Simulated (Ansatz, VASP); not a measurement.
# One calculation of SiO2, two programs

```
Si O
1.0
    -2.61506    4.73787    4.43669
     2.61506   -4.73787    4.43669
     2.61506    4.73787   -4.43669
Si O
4 8
Direct
  0.92756 0.84410 0.08345
  0.73935 0.15590 0.58345
  0.07244 0.15590 0.91655
  0.26065 0.84410 0.41655
  0.12784 0.87784 0.25000
  0.87216 0.12216 0.75000
  0.79029 0.50000 0.79029
  0.20971 0.00000 0.70971
  0.20971 0.50000 0.20971
  0.79029 0.00000 0.29029
  0.00000 0.00000 0.00000
  0.50000 0.00000 0.50000
```

Alike in both runs: functional LDA; k mesh 6 × 6 × 6; occupations gaussian, width 0.02 eV; no spin polarisation.

Ansatz relaxed the structure, and its values are those at the end. VASP's run is a single point on that final structure, the one shown.

|  | VASP | Ansatz |
| --- | --- | --- |
| version | VASP 6.6.1 | Ansatz 0.2.0 |
| potentials or method | VASP PAW LDA potentials, release 64 (Si, O), cutoff 520 eV | scalar-relativistic, plane waves, PAW |
| valence electrons in the cell | 64 | 64 |

```csv
,VASP,Ansatz,Ansatz less VASP
gap on the k mesh at the Fermi level (eV),5.42,5.43,+0.005
least direct gap on the mesh (eV),5.42,5.43,+0.005
pressure (GPa),0.4,0.0,-0.43
rms of the force components (eV/Å),0.019,0.002,-0.0173
```

LDA's correlation is that of Perdew and Zunger in VASP and of Perdew and Wang (1992) in Ansatz.
